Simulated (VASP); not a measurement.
Write the native input for VASP 6.6.1 that does the following.

```yaml
Task: single point
Functional: PBEsol
Potentials_or_basis: VASP PAW PBE potentials, release 64 (Rb_sv, Br)
Cutoff: 520 eV
k_mesh: 6 × 6 × 6
Occupations: gaussian, width 0.05 eV
Spin: no spin polarisation
Dipole_correction: no
Further_INCAR_settings: ALGO = Normal; EDIFF = 1e-06; NBANDS = 15
```

The structure of RbBr lies in POSCAR:

```
RbBr
1.0
    4.0701688540      0.0000000000      0.0000000000
    0.0000000000      4.0701688540      0.0000000000
    0.0000000000      0.0000000000      4.0701688540
Rb Br
1 1
Direct
    0.0000000000     -0.0595372219     -0.0595372219
    0.5000000000      0.5636828616      0.5636828616
```

This cell differs from its parent crystal: mode 5 frozen in at -0.259 Å and mode 6 at -0.259 Å (largest displacements).

The input as run:

INCAR

```
  PREC = Accurate
  ENCUT = 520
  EDIFF = 1E-6
  ISMEAR = 0
  SIGMA = 0.05
  LREAL = F
  LASPH = T
  NELM = 60
  ALGO = Normal
  ISIF = 2
  LWAVE = F
  LCHARG = F
  GGA = PS
  NBANDS = 15
```

KPOINTS

```
regular mesh
0
Gamma
  6 6 6
```

Potentials or basis: VASP PAW PBE potentials, release 64 (Rb_sv, Br).

Run with:

```sh
$ cat potpaw_PBE.64/Rb_sv/POTCAR potpaw_PBE.64/Br/POTCAR > POTCAR
$ mpirun -np 1 vasp_std > vasp.out
```

It gave:

```yaml
Pressure: 3.5 GPa
Largest_force: 1.238 eV/Å
Band_gap_on_the_k_mesh: 4.19 eV, indirect (least direct gap 4.29 eV)
```

Caveat: the cell differs from its parent crystal (mode 5 frozen in at -0.259 Å and mode 6 at -0.259 Å (largest displacements)); the PAW data sets were made with another functional, which shifts forces and pressure a little.

Wall time 37 s on 1 thread of Intel(R) Xeon(R) 6975P-C (Granite Rapids), on a shared host, peak memory 0.19 GiB.
